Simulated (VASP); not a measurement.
## Mo6C: relaxation of the atoms with PBE

Mo6C, a slab with vacuum:

```xyz
7
Lattice="4.4696 0.0000 0.0000 -2.2348 3.8708 0.0000 0.0000 0.0000 19.7596" Properties=species:S:1:pos:R:3 pbc="T T T"
Mo    2.2348    1.2903    4.0000
Mo    0.0000    2.5805    4.9123
Mo    0.0000    0.0000    5.8247
Mo    2.2348    1.2903    6.6566
Mo    0.0000    2.5805    7.4686
Mo    0.0000    0.0000    8.2596
C     0.0000    0.0000   10.5596
```

```yaml
Program: VASP 6.6.1
Task: relaxation of the atoms
Functional: PBE
Potentials_or_basis: VASP PAW PBE potentials, release 64 (Mo_sv, C)
Cutoff: 520 eV
k_mesh: 6 × 6 × 1
Occupations: gaussian, width 0.1 eV
Spin: no spin polarisation
Dipole_correction: yes
Atoms_held_fixed_from_0: "[0, 1, 2, 3, 4, 5]"
Further_INCAR_settings: ALGO = Normal; EDIFF = 1e-06; IBRION = 2; EDIFFG = -0.025; NSW = 36
Atoms_held_along_some_axes_from_0: atom 6 along a and b
```

```
Energy gained by relaxing : 246.7 meV/atom
Ionic steps               : 15
Band gap on the k mesh    : zero (bands 44 and 45 overlap by 0.49 eV)
```

The path:
| step | energy change (eV) | largest force on free atoms (eV/Å) | pressure (GPa) |
| --- | --- | --- | --- |
| 1 | 0.0000 | 3.5474 | -2.87 |
| 2 | -0.6356 | 3.8191 | -2.65 |
| 3 | -1.3869 | 5.7500 | 0.94 |
| 4 | -1.3884 | 3.2338 | -2.00 |
| 5 | -1.7204 | 0.6027 | -0.93 |
| 6 | -1.7262 | 0.2034 | -0.66 |
| 7 | -1.7266 | 0.1323 | -0.78 |
| 8 | -1.7267 | 0.1227 | -0.77 |
| 9 | -1.7268 | 0.0922 | -0.77 |
| 10 | -1.7268 | 0.0900 | -0.76 |
| 11 | -1.7268 | 0.0891 | -0.76 |
| 12 | -1.7268 | 0.0842 | -0.76 |
| 13 | -1.7268 | 0.0727 | -0.76 |
| 14 | -1.7269 | 0.0515 | -0.75 |
| 15 | -1.7269 | 0.0087 | -0.74 |

Final structure:
```
Mo C
1.0
     4.46958    0.00000    0.00000
    -2.23479    3.87077    0.00000
     0.00000    0.00000   19.75957
Mo C
6 1
Direct
  0.66667 0.33333 0.20243
  0.33333 0.66667 0.24861
  0.00000 0.00000 0.29478
  0.66667 0.33333 0.33688
  0.33333 0.66667 0.37797
  0.00000 0.00000 0.41800
  0.00000 0.00000 0.50651
```

Levels at points of the mesh, in eV from the Fermi level:
```
           k point  band 40  band 41  band 42  band 43  band 44  band 45  band 46  band 47  band 48  band 49
(0.00, 0.00, 0.00)    -1.23    -1.00    -1.00    -1.00    -0.40    -0.40     0.30     1.13     1.13     1.36
(0.50, 0.00, 0.00)    -1.36    -1.09    -0.69    -0.54     0.10     0.17     0.36     0.75     1.25     1.35
```

Run time: 51 min on 1 thread of Intel(R) Xeon(R) Platinum 8259CL CPU @ 2.50GHz (Skylake/Cascade Lake), with other jobs on the host, peak memory 0.53 GiB.
